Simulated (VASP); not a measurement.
# Si (Fd-3m) in VASP: notebook

Runs on Si. Level: PBEsol+D3(BJ). Tasks: single point.

Program: VASP 6.6.1. These are calculated values, not measurements. Logs are shortened: lines on timing, memory, paths and dates and some standing lists are left out, and cuts for length are marked.

## (1) The cell of the first run

The structure is cubic, space group Fd-3m (No. 227). The conventional cell has a = 5.472 Å, b = 5.472 Å, c = 5.472 Å, α = 90.00°, β = 90.00°, γ = 90.00°. Within 3.1 Å of Si (site symmetry -43m) lie 4 Si at 2.37 Å.

## (2) Single point, PBEsol+D3(BJ)

INCAR

```
SYSTEM = Si
ALGO = Normal ; EDIFF = 1E-6
ENCUT = 500 ; GGA = PS
GGA_COMPAT = .False. ; ISIF = 2
ISMEAR = 0 ; IVDW = 12
LASPH = .True. ; LCHARG = .True.
LELF = .True. ; LREAL = .False.
LVHAR = .True. ; LWAVE = .False.
NBANDS = 11 ; NELM = 120
PREC = Accurate ; SIGMA = 0.01
```

KPOINTS

```
k-points
0
Gamma
  6 6 6
  0 0 0
```

POSCAR

```
Si
1.0
    0.0000000000      2.7359871327      2.7359871327
    2.7359871327      0.0000000000      2.7359871327
    2.7359871327      2.7359871327      0.0000000000
Si
2
Direct
    0.7500000000      0.7500000000      0.7500000000
    0.5000000000      0.5000000000      0.5000000000
```

Potentials or basis: VASP PAW PBE potentials, release 64 (Si).

Command:

```sh
> cat potpaw_PBE.64/Si/POTCAR > POTCAR
> mpirun -np 1 vasp_std > vasp.out
```

OUTCAR:

```text
SYSTEM = Si
   EDIFF = 1E-6
   ENCUT = 500
   GGA = PS
   ISIF = 2
   ISMEAR = 0
   IVDW = 12
   LASPH = .True.
   LREAL = .False.
   NELM = 120
   PREC = Accurate
 IVDW          = 12

 ion  position               nearest neighbor table
   1  0.750  0.750  0.750-   2 2.37   2 2.37   2 2.37   2 2.37
   2  0.500  0.500  0.500-   1 2.37   1 2.37   1 2.37   1 2.37

  LATTYP: Found a face centered cubic cell.
 ALAT       =     5.4719742654

  Lattice vectors:

 A1 = (   0.0000000000,   2.7359871327,   2.7359871327)
 A2 = (   2.7359871327,   0.0000000000,   2.7359871327)
 A3 = (   2.7359871327,   2.7359871327,   0.0000000000)

Analysis of symmetry for initial positions (statically):
=====================================================================
 Subroutine PRICEL returns:
 Original cell was already a primitive cell.

 Routine SETGRP: Setting up the symmetry group for a
 face centered cubic supercell.

 Subroutine GETGRP returns: Found 48 space group operations
 (whereof 24 operations were pure point group operations)
 out of a pool of 48 trial point group operations.

The static configuration has the point symmetry T_d .
 The point group associated with its full space group is O_h .

Analysis of symmetry for dynamics (positions and initial velocities):
=====================================================================
 Subroutine PRICEL returns:
 Original cell was already a primitive cell.

 Routine SETGRP: Setting up the symmetry group for a
 face centered cubic supercell.

 Subroutine GETGRP returns: Found 48 space group operations
 (whereof 24 operations were pure point group operations)
 out of a pool of 48 trial point group operations.

The dynamic configuration has the point symmetry T_d .
 The point group associated with its full space group is O_h .

 Subroutine INISYM returns: Found 48 space group operations
 (whereof 24 operations are pure point group operations),
 and found     1 'primitive' translations

----------------------------------------------------------------------------------------

                                     Primitive cell

  volume of cell :      40.9612

  direct lattice vectors                    reciprocal lattice vectors
     0.000000000  2.735987133  2.735987133    -0.182749397  0.182749397  0.182749397
     2.735987133  0.000000000  2.735987133     0.182749397 -0.182749397  0.182749397
[... 82 lines left out ...]
   ISIF   =      2    stress and relaxation
   ISYM   =      2    0-nonsym 1-usesym 2-fastsym
   POTIM  = 0.5000    time-step for ionic-motion
   TEBEG  =    0.0;   TEEND  =   0.0 temperature during run
   PSTRESS=    0.0 pullay stress
   NELECT =       8.0000    total number of electrons
   NUPDOWN=      -1.0000    fix difference up-down
   EMIN   =  10.00;   EMAX   =-10.00  energy-range for DOS
   EFERMI =   0.00;   METHOD = LEGACY
   ISMEAR =     0;   SIGMA  =   0.01  broadening in eV -4-tet -1-fermi 0-gaus
   EFERMI_NEDOS =   21; number of points for ismear=-14 and -15
   IALGO  =     38    algorithm
   IMIX   =      4    mixing-type and parameters
     AMIX     =   0.40;   BMIX     =  1.00
     AMIX_MAG =   1.60;   BMIX_MAG =  1.00
  volume/ion in A,a.u.               =      20.48       138.21
  Fermi-wavevector in a.u.,A,eV,Ry     =   0.949833  1.794925 12.274952  0.902184
  Thomas-Fermi vector in A             =   2.078153
   LORBIT       =      0    0 simple, 1 ext, 2 COOP (PROOUT), +10 PAW based schemes
   GGA     = PS    functional components
   LHFCALC =     F    Hartree Fock is set to
   AEXX    =    0.0000 exact exchange contribution
   IVDW    =    12    specifies the selected vdW correction
   LEPSILON=     F    determine dielectric tensor
   LRPA    =     F    only Hartree local field effects (RPA)
 non-spin polarized calculation
 Gauss-broadening in eV      SIGMA  =   0.01
  energy-cutoff  :      500.00
  volume of cell :       40.96
 maximum number of plane-waves:      1056
   NGX = 15   NGY = 15   NGZ = 15

 number of electron       8.0000000 magnetization

 Free energy of the ion-electron system (eV)
  ---------------------------------------------------
  ext. energy  EPLUGINS =         0.00000000
  ---------------------------------------------------
  free energy    TOTEN  =       -11.46342022 eV

  energy without entropy =      -11.46342022  energy(sigma->0) =      -11.46342022

 E-fermi :   5.6642     XC(G=0):  -9.4628

 val. band max:        5.5707939760   @ k =   0.0000   0.0000   0.0000
 cond. band min:       6.1990378060   @ k =   0.5000   0.5000   0.0000
 fundamental gap:      0.6282438300
 Fermi energy:         5.6642302218

 k-point     1 :       0.0000    0.0000    0.0000
  band No.  band energies     occupation
      1      -6.2664      2.00000
      2       5.5708      2.00000
      3       5.5708      2.00000
      4       5.5708      2.00000
      5       8.0749      0.00000
      6       8.0749      0.00000
      7       8.0749      0.00000
      8       8.6377      0.00000
      9      13.1861      0.00000
     10      13.2421      0.00000
     11      13.2421      0.00000
[... 197 lines left out ...]
 k-point    16 :      -0.3333    0.5000    0.1667
  band No.  band energies     occupation
      1      -2.0698      2.00000
      2      -2.0698      2.00000
      3       1.9616      2.00000
      4       1.9616      2.00000
      5       8.2248      0.00000
      6       8.2248      0.00000
      7      12.1844      0.00000
      8      12.1844      0.00000
      9      15.9609      0.00000
     10      15.9609      0.00000
     11      18.2902      0.00000

------------------------ aborting loop because EDIFF is reached ----------------------------------------

 Edisp (eV)   -0.53193

 E8    (eV) :    -0.3370

  FORCE on cell =-STRESS in cart. coord.  units (eV):
  Direction    XX          YY          ZZ          XY          YZ          ZX
  --------------------------------------------------------------------------------------
  -------------------------------------------------------------------------------------
  Total      -0.89502    -0.89502    -0.89502     0.00000    -0.00000     0.00000
  in kB     -35.00816   -35.00816   -35.00816     0.00000    -0.00000     0.00000
  external pressure =      -35.01 kB  Pullay stress =        0.00 kB

 VOLUME and BASIS-vectors are now :
 -----------------------------------------------------------------------------
  energy-cutoff  :      500.00
  volume of cell :       40.96
      direct lattice vectors                 reciprocal lattice vectors
     0.000000000  2.735987133  2.735987133    -0.182749397  0.182749397  0.182749397
     2.735987133  0.000000000  2.735987133     0.182749397 -0.182749397  0.182749397
     2.735987133  2.735987133  0.000000000     0.182749397  0.182749397 -0.182749397

 POSITION                                       TOTAL-FORCE (eV/Angst)
 -----------------------------------------------------------------------------------
      4.10398      4.10398      4.10398        -0.000000     -0.000000     -0.000000
      2.73599      2.73599      2.73599         0.000000      0.000000      0.000000
 -----------------------------------------------------------------------------------
    total drift:                                0.000000      0.000000     -0.000000

  FREE ENERGIE OF THE ION-ELECTRON SYSTEM (eV)
  ---------------------------------------------------
  free  energy   TOTEN  =       -11.9953466945 eV

  energy  without entropy=      -11.9953466945  energy(sigma->0) =      -11.99534669
```

stdout:

```text
POSCAR found type information on POSCAR Si
 POSCAR found :  1 types and       2 ions
 scaLAPACK will be used
 -----------------------------------------------------------------------------
|                                                                             |
|                                                                             |
|     You enforced a specific xc type in the INCAR file but a different       |
|     I HOPE YOU KNOW WHAT YOU ARE DOING!                                     |
|                                                                             |
 -----------------------------------------------------------------------------

 LDA part: xc-table for (Slater+PW92), standard interpolation
 POSCAR, INCAR and KPOINTS ok, starting setup
 FFT: planning ... GRIDC
 FFT: planning ... GRID_SOFT
 FFT: planning ... GRID
 WAVECAR not read
 entering main loop
```

It took 4.3 s on 1 thread of Intel Xeon Platinum 8488C (Sapphire Rapids), shared host; peak memory 0.15 GiB.

What came out:

| Quantity | Value |
| --- | --- |
| Free energy | -11.9953 eV |
| Pressure | -3.5 GPa |
| Band gap on the k mesh | 0.63 eV, indirect (least direct gap 2.50 eV) |
| Dispersion energy per atom | -0.266 eV |

Caveat: the PAW data sets were made with another functional, which shifts forces and pressure a little. A k mesh can miss the band edges.

## (3) Single point, PBEsol+D3(BJ)

This run uses another cell than the first one, of 20.98 Å³/atom, 1.024 times its volume.

INCAR

```
SYSTEM = Si
  ALGO = Normal
  EDIFF = 1E-6
  ENCUT = 500
  GGA = PS
  GGA_COMPAT = .False.
  ISIF = 2
  ISMEAR = 0
  IVDW = 12
  LASPH = .True.
  LCHARG = .False.
  LREAL = .False.
  LWAVE = .False.
  NBANDS = 11
  NELM = 120
  PREC = Accurate
  SIGMA = 0.01
```

KPOINTS is that of step 2.

POSCAR

```
Si
1.0
    0.0000000000      2.7580524980      2.7580524980
    2.7580524980      0.0000000000      2.7580524980
    2.7580524980      2.7580524980      0.0000000000
Si
2
Direct
    0.7500000000      0.7500000000      0.7500000000
    0.5000000000      0.5000000000      0.5000000000
```

Potentials or basis: VASP PAW PBE potentials, release 64 (Si).

Command:

```sh
> cat potpaw_PBE.64/Si/POTCAR > POTCAR
> mpirun -np 1 vasp_std > vasp.out
```

Run time: 3.9 s. Hardware: 1 thread of Intel Xeon Platinum 8488C (Sapphire Rapids), shared host; peak memory 0.15 GiB.

Results (log left out):

| Quantity | Value |
| --- | --- |
| Free energy | -11.9679 eV |
| Pressure | -5.3 GPa |
| Band gap on the k mesh | 0.67 eV, indirect (least direct gap 2.46 eV) |
| Dispersion energy per atom | -0.261 eV |

Levels at points of the mesh, in eV from the valence-band top:
| k point | band 1 | band 2 | band 3 | band 4 | band 5 | band 6 | band 7 | band 8 | band 9 |
| --- | --- | --- | --- | --- | --- | --- | --- | --- | --- |
| (0.00, 0.00, 0.00) | -11.68 | 0.00 | 0.00 | 0.00 | 2.49 | 2.49 | 2.49 | 2.80 | 7.52 |
| (0.50, 0.00, 0.00) | -9.44 | -6.80 | -1.16 | -1.16 | 1.30 | 3.29 | 3.29 | 7.45 | 10.39 |
| (0.50, 0.50, 0.00) | -7.68 | -7.68 | -2.75 | -2.75 | 0.67 | 0.67 | 9.67 | 9.67 | 10.78 |

Caveat: the PAW data sets were made with another functional, which shifts forces and pressure a little.

## (4) Single point, PBEsol+D3(BJ)

This run uses another cell than the first one, of 21.48 Å³/atom, 1.049 times its volume.

INCAR

```
SYSTEM = Si
PREC = Accurate ; ENCUT = 500
EDIFF = 1E-6 ; ISMEAR = 0
SIGMA = 0.01 ; LREAL = .False.
LASPH = .True. ; NELM = 120
ALGO = Normal ; ISIF = 2
LWAVE = .False. ; LCHARG = .False.
GGA = PS ; IVDW = 12
NBANDS = 11 ; GGA_COMPAT = .False.
```

KPOINTS

```
regular mesh
0
Gamma
  6 6 6
  0 0 0
```

POSCAR

```
Si
1.0
    0.0000000000      2.7797703410      2.7797703410
    2.7797703410      0.0000000000      2.7797703410
    2.7797703410      2.7797703410      0.0000000000
Si
2
Direct
    0.7500000000      0.7500000000      0.7500000000
    0.5000000000      0.5000000000      0.5000000000
```

Command:

```sh
> cat potpaw_PBE.64/Si/POTCAR > POTCAR
> mpirun -np 1 vasp_std > vasp.out
```

Wall time 5 s (1 thread of Intel Xeon Platinum 8488C (Sapphire Rapids), shared host); peak memory 0.16 GiB.

Results (log left out):

- Free energy: -11.9303 eV
- Pressure: -6.7 GPa
- Band gap on the k mesh: 0.71 eV, indirect (least direct gap 2.36 eV)
- Dispersion energy per atom: -0.256 eV

Levels at points of the mesh, in eV from the valence-band top:
```csv
k point,band 1,band 2,band 3,band 4,band 5,band 6,band 7,band 8,band 9
"(0.00, 0.00, 0.00)",-11.52,0.00,0.00,0.00,2.48,2.48,2.48,2.54,7.43
"(0.50, 0.00, 0.00)",-9.34,-6.70,-1.14,-1.14,1.22,3.29,3.29,7.41,10.32
"(0.50, 0.50, 0.00)",-7.61,-7.61,-2.70,-2.70,0.71,0.71,9.47,9.47,10.71
```

Caveat: the PAW data sets were made with another functional, which shifts forces and pressure a little.

## (5) Single point, PBEsol+D3(BJ)

This run uses another cell than the first one, of 21.98 Å³/atom, 1.073 times its volume.

INCAR

```
  PREC = Accurate
  ENCUT = 500
  EDIFF = 1E-6
  ISMEAR = 0
  SIGMA = 0.01
  LREAL = False
  LASPH = True
  NELM = 120
  ALGO = Normal
  ISIF = 2
  LWAVE = False
  LCHARG = False
  GGA = PS
  IVDW = 12
  NBANDS = 11
  GGA_COMPAT = False
```

KPOINTS

```
Automatic mesh
0
Gamma
  6 6 6
```

POSCAR

```
Si
1.0
    0.0000000000      2.8011540301      2.8011540301
    2.8011540301      0.0000000000      2.8011540301
    2.8011540301      2.8011540301      0.0000000000
Si
2
Direct
    0.7500000000      0.7500000000      0.7500000000
    0.5000000000      0.5000000000      0.5000000000
```

Command:

```sh
> cat potpaw_PBE.64/Si/POTCAR > POTCAR
> mpirun -np 1 vasp_std > vasp.out
```

Wall time 5 s (1 thread of Intel Xeon Platinum 8488C (Sapphire Rapids), shared host); peak memory 0.16 GiB.

The run converged. Its results:

| Property | Result |
| --- | --- |
| Free energy | -11.8845 eV |
| Pressure | -7.9 GPa |
| Band gap on the k mesh | 0.74 eV, indirect (least direct gap 2.26 eV) |
| Dispersion energy per atom | -0.253 eV |

Levels at points of the mesh, in eV from the valence-band top:
```
           k point  band 1  band 2  band 3  band 4  band 5  band 6  band 7  band 8  band 9
(0.00, 0.00, 0.00)  -11.37    0.00    0.00    0.00    2.29    2.47    2.47    2.47    7.34
(0.50, 0.00, 0.00)   -9.25   -6.60   -1.12   -1.12    1.14    3.30    3.30    7.38   10.27
(0.50, 0.50, 0.00)   -7.54   -7.54   -2.64   -2.64    0.75    0.75    9.28    9.28   10.64
```

Caveat: the PAW data sets were made with another functional, which shifts forces and pressure a little. A k mesh can miss the band edges.

## (6) The runs side by side

```csv
cell,gap on the mesh (eV),pressure (GPa)
"a = 3.869 Å, angles 60.0°, 2 atoms",0.63,-3.5
"a = 3.900 Å, angles 60.0°, 2 atoms",0.67,-5.3
"a = 3.931 Å, angles 60.0°, 2 atoms",0.71,-6.7
"a = 3.961 Å, angles 60.0°, 2 atoms",0.74,-7.9
```

Alike in all rows: task single point; level PBEsol+D3(BJ); potentials or basis VASP PAW PBE potentials, release 64 (Si); no spin polarisation; k mesh 6 × 6 × 6; cutoff (eV) 500; smearing gaussian 0.01 eV.

Caveats: the PAW data sets were made with another functional, which shifts forces and pressure a little.

Total energies depend on the potentials used, so only differences within one code and one set of settings carry meaning.
